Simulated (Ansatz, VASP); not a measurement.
**Two plane-wave programs on Al5H**

Contents of INCAR:

```
PREC = Accurate
ENCUT = 600
EDIFF = 1E-7
ISMEAR = 0
SIGMA = 0.1
LREAL = False
LASPH = True
NELM = 60
ALGO = Normal
ISIF = 3
LWAVE = False
LCHARG = False
GGA = PE
IBRION = 2
NSW = 100
EDIFFG = -0.01
```

Contents of KPOINTS:

```
Automatic mesh
0
Gamma
  10 10 6
```

Contents of POSCAR:

```
Al5H
1.0
    4.0924679718      0.0000000000      0.0000000000
    0.0000000000      4.0924679718      0.0000000000
    0.0000000000      0.0000000000      6.1220616991
Al H
5 1
Direct
    0.5000000000      0.0000000000      0.7095754722
    0.0000000000      0.5000000000      0.7095754722
    0.0000000000      0.0000000000      0.4280776995
    0.5000000000      0.0000000000      0.1444491836
    0.0000000000      0.5000000000      0.1444491836
    0.5000000000      0.5000000000      0.1468546989
```

Input for Ansatz:

```yaml
crystal:
  lattice:
    - [4.0924679718, 0.0, 0.0]
    - [0.0, 4.0924679718, 0.0]
    - [0.0, 0.0, 6.1220616991]
  atoms:
    - { symbol: Al, position: [0.5, 0.0, 0.7095754722] }
    - { symbol: Al, position: [0.0, 0.5, 0.7095754722] }
    - { symbol: Al, position: [0.0, 0.0, 0.4280776995] }
    - { symbol: Al, position: [0.5, 0.0, 0.1444491836] }
    - { symbol: Al, position: [0.0, 0.5, 0.1444491836] }
    - { symbol: H, position: [0.5, 0.5, 0.1468546989] }
basis:
  ecutwfc: 420
kpoints:
  mp_grid: { grid: [10, 10, 6] }
hamiltonian:
  xc: pbe
scf:
  occupations: { method: gaussian, width: 0.1 }
output:
  forces: true
  stress: true
  eigenvalues: true
relax:
  adjacent_minimum: "off"
  f_tol: 0.01
  max_steps: 80
  cell: { stress_tol: 0.05 }
```

Alike in both runs: task relaxation of cell and atoms; functional PBE; k mesh 10 × 10 × 6; occupations gaussian, width 0.1 eV; no spin polarisation.

|  | VASP | Ansatz |
| --- | --- | --- |
| version | VASP 6.6.1 | Ansatz 0.2.0 |
| potentials or method | VASP PAW PBE potentials, release 64 (Al, H), cutoff 600 eV | scalar-relativistic, plane waves, PAW |
| valence electrons in the cell | 16 | 16 |

|  | VASP | Ansatz | Ansatz less VASP |
| --- | --- | --- | --- |
| gap on the k mesh at the Fermi level, each at its own relaxed structure (eV) | none | none | - |
| relaxed volume (Å³/atom) | 17.12 | 17.11 | -0.004 |
| relaxed cell length with the largest relative difference (Å) | 6.103 | 6.105 | +0.0019 |

A gap of «none» marks a metal or a gap that the smearing closes.
